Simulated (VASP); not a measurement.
# Al2O3 (R-3c) in VASP: notebook, part 2 of 2

VASP 6.6.1. Earlier steps stand in the parts before.

## (3) Relaxation of shape and atoms at fixed volume, PBE (7.97 Å³/atom)

This run uses another cell than the first one, of 7.97 Å³/atom.

INCAR reads:

```
PREC = Accurate ; ENCUT = 600
EDIFF = 1E-6 ; ISMEAR = 0
SIGMA = 0.02 ; LREAL = F
LASPH = T ; NELM = 60
ALGO = Normal ; ISIF = 4
LWAVE = F ; LCHARG = F
GGA = PE ; IBRION = 2
NSW = 50 ; EDIFFG = -0.01
```

KPOINTS reads:

```
regular mesh
0
Gamma
  6 6 6
```

POSCAR reads:

```
Al2O3
1.0
    2.3320305319      1.3463984554      4.2315383781
   -2.3320305319      1.3463984554      4.2315383781
    0.0000000000     -2.6927969107      4.2315383781
Al O
4 6
Direct
    0.3520633249      0.3520633249      0.3520633249
    0.1479366751      0.1479366751      0.1479366751
    0.6479366751      0.6479366751      0.6479366751
    0.8520633249      0.8520633249      0.8520633249
    0.5566963449      0.9433036551      0.2500000000
    0.2500000000      0.5566963449      0.9433036551
    0.9433036551      0.2500000000      0.5566963449
    0.4433036551      0.0566963449      0.7500000000
    0.7500000000      0.4433036551      0.0566963449
    0.0566963449      0.7500000000      0.4433036551
```

Potentials or basis: VASP PAW PBE potentials, release 64 (Al, O).

Launch:

```console
$ cat potpaw_PBE.64/Al/POTCAR potpaw_PBE.64/O/POTCAR > POTCAR
$ mpirun -np 1 vasp_std > vasp.out
```

OUTCAR:

```text
PREC = Accurate
   ENCUT = 600
   EDIFF = 1E-6
   ISMEAR = 0
   LREAL = F
   LASPH = T
   NELM = 60
   ISIF = 4
   GGA = PE
   IBRION = 2
   NSW = 50
   EDIFFG = -0.01

 ion  position               nearest neighbor table
   1  0.352  0.352  0.352-  10 1.82   8 1.82   9 1.82   5 1.93   6 1.93   7 1.93   2 2.59   3 2.73
                             3 2.73   3 2.73   2 3.15   2 3.15   2 3.15
   2  0.148  0.148  0.148-   9 1.82   8 1.82  10 1.82   5 1.93   7 1.93   6 1.93   1 2.59   4 2.73
                             4 2.73   4 2.73   1 3.15   1 3.15   1 3.15
   3  0.648  0.648  0.648-   7 1.82   5 1.82   6 1.82   8 1.93   9 1.93  10 1.93   4 2.59   1 2.73
                             1 2.73   1 2.73   4 3.15   4 3.15   4 3.15
   4  0.852  0.852  0.852-   6 1.82   5 1.82   7 1.82   8 1.93  10 1.93   9 1.93   3 2.59   2 2.73
                             2 2.73   2 2.73   3 3.15   3 3.15   3 3.15
   5  0.557  0.943  0.250-   3 1.82   4 1.82   1 1.93   2 1.93
   6  0.250  0.557  0.943-   4 1.82   3 1.82   1 1.93   2 1.93
   7  0.943  0.250  0.557-   3 1.82   4 1.82   2 1.93   1 1.93
   8  0.443  0.057  0.750-   1 1.82   2 1.82   3 1.93   4 1.93
   9  0.750  0.443  0.057-   2 1.82   1 1.82   3 1.93   4 1.93
  10  0.057  0.750  0.443-   1 1.82   2 1.82   4 1.93   3 1.93

  LATTYP: Found a trigonal (rhomboedric) cell.
 ALAT       =     5.0156826303
 COS(alpha) =     0.5676471134

  Lattice vectors:

 A1 = (   2.3320305319,   1.3463984554,   4.2315383781)
 A2 = (  -2.3320305319,   1.3463984554,   4.2315383781)
 A3 = (   0.0000000000,  -2.6927969107,   4.2315383781)

Analysis of symmetry for initial positions (statically):
=====================================================================
 Subroutine PRICEL returns:
 Original cell was already a primitive cell.

 Routine SETGRP: Setting up the symmetry group for a
 trigonal (rhombohedral) supercell.

 Subroutine GETGRP returns: Found 12 space group operations
 (whereof  6 operations were pure point group operations)
 out of a pool of 12 trial point group operations.

The static configuration has the point symmetry S_6 .
 The point group associated with its full space group is D_3d.

Analysis of symmetry for dynamics (positions and initial velocities):
=====================================================================
 Subroutine PRICEL returns:
 Original cell was already a primitive cell.

 Routine SETGRP: Setting up the symmetry group for a
 trigonal (rhombohedral) supercell.

 Subroutine GETGRP returns: Found 12 space group operations
 (whereof  6 operations were pure point group operations)
 out of a pool of 12 trial point group operations.

The dynamic configuration has the point symmetry S_6 .
[... 164 lines left out ...]

  energy without entropy =      -74.23018377  energy(sigma->0) =      -74.23018377

------------------------ aborting loop because EDIFF is reached ----------------------------------------

  FORCE on cell =-STRESS in cart. coord.  units (eV):
  Direction    XX          YY          ZZ          XY          YZ          ZX
  --------------------------------------------------------------------------------------
  -------------------------------------------------------------------------------------
  Total       12.9509514     12.9509514     12.6465137      0.0000000      0.0000000      0.0000000
  in kB      260.2884434    260.2884434    254.1698489      0.0000000      0.0000000      0.0000000
  external PRESSURE =     258.2489119 kB  Pullay stress =       0.0000000 kB

 VOLUME and BASIS-vectors are now :
 -----------------------------------------------------------------------------
  energy-cutoff  :      600.00
  volume of cell :       79.72
      direct lattice vectors                 reciprocal lattice vectors
     2.332030532  1.346398455  4.231538378     0.214405426  0.123787031  0.078773558
    -2.332030532  1.346398455  4.231538378    -0.214405426  0.123787031  0.078773558
     0.000000000 -2.692796911  4.231538378     0.000000000 -0.247574061  0.078773558

 POSITION                                       TOTAL-FORCE (eV/Angst)
 -----------------------------------------------------------------------------------
      0.00000      0.00000      4.46931        -0.000000     -0.000000     -0.021430
      0.00000      0.00000      1.87800        -0.000000      0.000000      0.021430
      0.00000      0.00000      8.22531        -0.000000      0.000000      0.021430
      0.00000      0.00000     10.81662        -0.000000     -0.000000     -0.021430
     -0.90158      1.34640      7.40519         0.037617     -0.000000     -0.000000
     -0.71523     -1.45399      7.40519        -0.018808      0.032577     -0.000000
      1.61681      0.10759      7.40519        -0.018808     -0.032577     -0.000000
      0.90158     -1.34640      5.28942        -0.037617     -0.000000     -0.000000
      0.71523      1.45399      5.28942         0.018808     -0.032577     -0.000000
     -1.61681     -0.10759      5.28942         0.018808      0.032577     -0.000000
 -----------------------------------------------------------------------------------
    total drift:                               -0.000000      0.000000     -0.000000

  FREE ENERGIE OF THE ION-ELECTRON SYSTEM (eV)
  ---------------------------------------------------
  free  energy   TOTEN  =       -74.2301837729 eV

  energy  without entropy=      -74.2301837729  energy(sigma->0) =      -74.23018377

--------------------------------------- Ionic step        2  -------------------------------------------

 number of electron      47.9999995 magnetization

 Free energy of the ion-electron system (eV)
  ---------------------------------------------------
  ext. energy  EPLUGINS =         0.00000000
  ---------------------------------------------------
  free energy    TOTEN  =       -74.23047640 eV

  energy without entropy =      -74.23047640  energy(sigma->0) =      -74.23047640

 E-fermi :   7.0671     XC(G=0): -12.0074

 val. band max:        6.9288635776   @ k =   0.0000   0.0000   0.0000
 cond. band min:      13.9387565049   @ k =   0.0000   0.0000   0.0000
 fundamental gap:      7.0098929274
 Fermi energy:         7.0671085857

 k-point     1 :       0.0000    0.0000    0.0000
  band No.  band energies     occupation
      1     -12.8634      2.00000
      2     -10.2502      2.00000
      3      -9.9609      2.00000
      4      -9.9609      2.00000
      5      -9.6202      2.00000
      6      -9.6202      2.00000
[... 781 lines left out ...]
     29      18.1120      0.00000
     30      18.6094      0.00000

 [... further k-points ...]

------------------------ aborting loop because EDIFF is reached ----------------------------------------

  FORCE on cell =-STRESS in cart. coord.  units (eV):
  Direction    XX          YY          ZZ          XY          YZ          ZX
  --------------------------------------------------------------------------------------
  -------------------------------------------------------------------------------------
  Total       12.7887553     12.7887553     12.8927032      0.0000000      0.0000000      0.0000000
  in kB      257.0286221    257.0286221    259.1177689      0.0000000      0.0000000      0.0000000
  external PRESSURE =     257.7250044 kB  Pullay stress =       0.0000000 kB

 VOLUME and BASIS-vectors are now :
 -----------------------------------------------------------------------------
  energy-cutoff  :      600.00
  volume of cell :       79.72
      direct lattice vectors                 reciprocal lattice vectors
     2.333172767  1.347057925  4.227396184     0.214300461  0.123726429  0.078850744
    -2.333172767  1.347057925  4.227396184    -0.214300461  0.123726429  0.078850744
    -0.000000000 -2.694115850  4.227396184     0.000000000 -0.247452858  0.078850744

 POSITION                                       TOTAL-FORCE (eV/Angst)
 -----------------------------------------------------------------------------------
     -0.00000      0.00000      4.46390         0.000000      0.000000      0.000451
     -0.00000      0.00000      1.87719         0.000000     -0.000000     -0.000451
     -0.00000      0.00000      8.21829         0.000000     -0.000000     -0.000451
     -0.00000      0.00000     10.80499         0.000000      0.000000      0.000451
     -0.90021      1.34706      7.39794        -0.009511      0.000000      0.000000
     -0.71648     -1.45313      7.39794         0.004756     -0.008237     -0.000000
      1.61669      0.10607      7.39794         0.004756      0.008237      0.000000
      0.90021     -1.34706      5.28425         0.009511      0.000000      0.000000
      0.71648      1.45313      5.28425        -0.004756      0.008237      0.000000
     -1.61669     -0.10607      5.28425        -0.004756     -0.008237     -0.000000
 -----------------------------------------------------------------------------------
    total drift:                               -0.000000      0.000000      0.000000

  FREE ENERGIE OF THE ION-ELECTRON SYSTEM (eV)
  ---------------------------------------------------
  free  energy   TOTEN  =       -74.2304763994 eV

  energy  without entropy=      -74.2304763994  energy(sigma->0) =      -74.23047640

 reached required accuracy - stopping structural energy minimisation
```

It took 5.8 min on 1 thread of Intel Xeon 8259CL, shared host; peak memory 0.24 GiB.

Results:

| Quantity | Value |
| --- | --- |
| Free energy | -74.2305 eV |
| Energy gained by relaxing | 0.0 meV/atom |
| Ionic steps | 2 |
| Pressure after relaxing | 25.8 GPa |
| Largest force after relaxing | 0.010 eV/Å |
| Band gap on the k mesh | 7.01 eV |

Forces in eV/Å, atoms in the order of the input:
```
Al   0.000  0.000  0.000
Al   0.000  0.000  0.000
Al   0.000  0.000  0.000
Al   0.000  0.000  0.000
O   -0.010  0.000  0.000
O    0.005 -0.008  0.000
O    0.005  0.008  0.000
O    0.010  0.000  0.000
O   -0.005  0.008  0.000
O   -0.005 -0.008  0.000
```

Step by step:
| step | energy change (eV) | largest force (eV/Å) | pressure (GPa) | volume (Å³) |
| --- | --- | --- | --- | --- |
| 1 | 0.0000 | 0.0376 | 25.82 | 79.72 |
| 2 | -0.0003 | 0.0095 | 25.77 | 79.72 |

Final structure:
```xyz
10
Lattice="2.3332 1.3471 4.2274 -2.3332 1.3471 4.2274 0.0000 -2.6941 4.2274" Properties=species:S:1:pos:R:3 pbc="T T T"
Al    0.0000    0.0000    4.4639
Al    0.0000    0.0000    1.8772
Al    0.0000    0.0000    8.2183
Al    0.0000    0.0000   10.8050
O    -0.9002    1.3471    7.3979
O    -0.7165   -1.4531    7.3979
O     1.6167    0.1061    7.3979
O     0.9002   -1.3471    5.2842
O     0.7165    1.4531    5.2842
O    -1.6167   -0.1061    5.2842
```

A k mesh can miss the band edges.

## (4) Relaxation of shape and atoms at fixed volume, PBE (8.23 Å³/atom)

This run uses another cell than the first one, of 8.23 Å³/atom.

INCAR reads:

```
SYSTEM = Al2O3
PREC = Accurate ; ENCUT = 600
EDIFF = 1E-7 ; ISMEAR = 0
SIGMA = 0.02 ; LREAL = .False.
LASPH = .True. ; NELM = 80
ALGO = Normal ; ISIF = 4
LWAVE = .False. ; LCHARG = .False.
GGA = PE ; IBRION = 2
NSW = 50 ; EDIFFG = -0.01
```

KPOINTS reads:

```
regular mesh
0
Gamma
  6 6 6
  0 0 0
```

POSCAR reads:

```
Al2O3
1.0
    2.3561875646      1.3603455247      4.2818701253
   -2.3561875646      1.3603455247      4.2818701253
    0.0000000000     -2.7206910493      4.2818701253
Al O
4 6
Direct
    0.3520993619      0.3520993619      0.3520993619
    0.1479006381      0.1479006381      0.1479006381
    0.6479006381      0.6479006381      0.6479006381
    0.8520993619      0.8520993619      0.8520993619
    0.5564351811      0.9435648189      0.2500000000
    0.2500000000      0.5564351811      0.9435648189
    0.9435648189      0.2500000000      0.5564351811
    0.4435648189      0.0564351811      0.7500000000
    0.7500000000      0.4435648189      0.0564351811
    0.0564351811      0.7500000000      0.4435648189
```

Launch:

```console
$ cat potpaw_PBE.64/Al/POTCAR potpaw_PBE.64/O/POTCAR > POTCAR
$ mpirun -np 1 vasp_std > vasp.out
```

Wall time 7.8 min (1 thread of Intel Xeon 8259CL, shared host); peak memory 0.26 GiB.

It converged, with:

```yaml
Free_energy: -74.5782 eV
Energy_gained_by_relaxing: 0.0 meV/atom
Ionic_steps: 2
Pressure_after_relaxing: 15.6 GPa
Largest_force_after_relaxing: 0.007 eV/Å
Band_gap_on_the_k_mesh: 6.60 eV
```

Forces on the atoms (eV/Å):
```
Al   0.000  0.000  0.003
Al   0.000  0.000 -0.003
Al   0.000  0.000 -0.003
Al   0.000  0.000  0.003
O   -0.007  0.000  0.000
O    0.004 -0.006  0.000
O    0.004  0.006  0.000
O    0.007  0.000  0.000
O   -0.004  0.006  0.000
O   -0.004 -0.006  0.000
```

Stress tensor (GPa, compression positive):
```
15.59  0.00  0.00
 0.00 15.59  0.00
 0.00  0.00 15.76
```

Step by step:
```tsv
step	energy change (eV)	largest force (eV/Å)	pressure (GPa)	volume (Å³)
1	0.0000	0.0334	15.70	82.35
2	-0.0003	0.0074	15.65	82.35
```

Final structure:
```
Al O
1.0
     2.35745    1.36107    4.27730
    -2.35745    1.36107    4.27730
     0.00000   -2.72214    4.27730
Al O
4 6
Direct
  0.35204 0.35204 0.35204
  0.14796 0.14796 0.14796
  0.64796 0.64796 0.64796
  0.85204 0.85204 0.85204
  0.55678 0.94322 0.25000
  0.25000 0.55678 0.94322
  0.94322 0.25000 0.55678
  0.44322 0.05678 0.75000
  0.75000 0.44322 0.05678
  0.05678 0.75000 0.44322
```

Levels at points of the mesh, in eV from the valence-band top:
| k point | band 22 | band 23 | band 24 | band 25 | band 26 | band 27 |
| --- | --- | --- | --- | --- | --- | --- |
| (0.00, 0.00, 0.00) | -0.08 | -0.08 | 0.00 | 6.60 | 9.34 | 11.14 |
| (0.50, 0.00, 0.00) | -0.98 | -0.31 | -0.31 | 9.76 | 9.76 | 10.00 |
| (0.50, 0.50, 0.00) | -0.98 | -0.80 | -0.29 | 9.74 | 10.11 | 10.24 |
| (0.50, 0.50, 0.50) | -0.44 | -0.44 | -0.44 | 8.99 | 8.99 | 11.35 |

A k mesh can miss the band edges.

## (5) Relaxation of shape and atoms at fixed volume, PBE (8.50 Å³/atom)

This run uses another cell than the first one, of 8.50 Å³/atom.

INCAR reads:

```
PREC = Accurate
ENCUT = 600
EDIFF = 1E-6
ISMEAR = 0
SIGMA = 0.02
LREAL = F
LASPH = T
NELM = 60
ALGO = Normal
ISIF = 4
LWAVE = F
LCHARG = F
GGA = PE
IBRION = 2
NSW = 50
EDIFFG = -0.01
```

KPOINTS reads:

```
Automatic mesh
0
Gamma
  6 6 6
```

POSCAR reads:

```
Al2O3
1.0
    2.3800667029      1.3741321516      4.3303084554
   -2.3800667029      1.3741321516      4.3303084554
    0.0000000000     -2.7482643032      4.3303084554
Al O
4 6
Direct
    0.3521453632      0.3521453632      0.3521453632
    0.1478546368      0.1478546368      0.1478546368
    0.6478546368      0.6478546368      0.6478546368
    0.8521453632      0.8521453632      0.8521453632
    0.5561715225      0.9438284775      0.2500000000
    0.2500000000      0.5561715225      0.9438284775
    0.9438284775      0.2500000000      0.5561715225
    0.4438284775      0.0561715225      0.7500000000
    0.7500000000      0.4438284775      0.0561715225
    0.0561715225      0.7500000000      0.4438284775
```

Launch:

```console
$ cat potpaw_PBE.64/Al/POTCAR potpaw_PBE.64/O/POTCAR > POTCAR
$ mpirun -np 1 vasp_std > vasp.out
```

Wall time 7.3 min (1 thread of Intel Xeon 8259CL, shared host); peak memory 0.26 GiB.

The run converged. Its results:

| Item | Value |
| --- | --- |
| Free energy | -74.7715 eV |
| Energy gained by relaxing | 0.0 meV/atom |
| Ionic steps | 2 |
| Pressure after relaxing | 7.0 GPa |
| Largest force after relaxing | 0.006 eV/Å |
| Band gap on the k mesh | 6.21 eV |

Forces on the atoms (eV/Å):
```
Al   0.000  0.000  0.003
Al   0.000  0.000 -0.003
Al   0.000  0.000 -0.003
Al   0.000  0.000  0.003
O   -0.006  0.000  0.000
O    0.003 -0.005  0.000
O    0.003  0.005  0.000
O    0.006  0.000  0.000
O   -0.003  0.005  0.000
O   -0.003 -0.005  0.000
```

Stress tensor (GPa, compression positive):
```
6.93 0.00 0.00
0.00 6.93 0.00
0.00 0.00 7.05
```

Step by step:
```csv
step,energy change (eV),largest force (eV/Å),pressure (GPa),volume (Å³)
1,0.0000,0.0299,7.01,84.97
2,-0.0002,0.0058,6.97,84.97
```

Final structure:
```
Al O
1.0
     2.38126    1.37482    4.32596
    -2.38126    1.37482    4.32596
     0.00000   -2.74965    4.32596
Al O
4 6
Direct
  0.35210 0.35210 0.35210
  0.14790 0.14790 0.14790
  0.64790 0.64790 0.64790
  0.85210 0.85210 0.85210
  0.55648 0.94352 0.25000
  0.25000 0.55648 0.94353
  0.94353 0.25000 0.55647
  0.44353 0.05647 0.75000
  0.75000 0.44353 0.05647
  0.05647 0.75000 0.44353
```

Levels at points of the mesh, in eV from the valence-band top:
| k point | band 20 | band 21 | band 22 | band 23 | band 24 | band 25 | band 26 | band 27 | band 28 | band 29 |
| --- | --- | --- | --- | --- | --- | --- | --- | --- | --- | --- |
| (0.00, 0.00, 0.00) | -0.51 | -0.51 | -0.06 | -0.06 | 0.00 | 6.21 | 9.12 | 10.74 | 11.54 | 11.54 |
| (0.50, 0.00, 0.00) | -1.33 | -0.92 | -0.92 | -0.28 | -0.28 | 9.46 | 9.46 | 9.64 | 9.64 | 11.77 |
| (0.50, 0.50, 0.00) | -1.30 | -1.03 | -0.93 | -0.74 | -0.26 | 9.62 | 9.73 | 9.93 | 10.40 | 11.15 |
| (0.50, 0.50, 0.50) | -2.01 | -0.39 | -0.39 | -0.39 | -0.39 | 8.66 | 8.66 | 11.09 | 11.09 | 12.47 |

A k mesh can miss the band edges.

## (6) The runs side by side

```csv
cell,gap on the mesh (eV),pressure (GPa),largest force (eV/Å)
"relaxed from a = 4.958 Å, angles 55.5°, 10 atoms, atomic positions A",7.44,37.6,-
"relaxed from a = 5.016 Å, angles 55.4°, 10 atoms, atomic positions B",7.01,25.8,0.01
"relaxed from a = 5.073 Å, angles 55.3°, 10 atoms, atomic positions C",6.60,15.6,0.01
"relaxed from a = 5.129 Å, angles 55.3°, 10 atoms, atomic positions D",6.21,7.0,0.01
```

Alike in all rows: task relaxation of shape and atoms at fixed volume; level PBE; potentials or basis VASP PAW PBE potentials, release 64 (Al, O); no spin polarisation; k mesh 6 × 6 × 6; cutoff (eV) 600; smearing gaussian 0.02 eV.

Absolute energies hang on the potentials; compare differences alone.
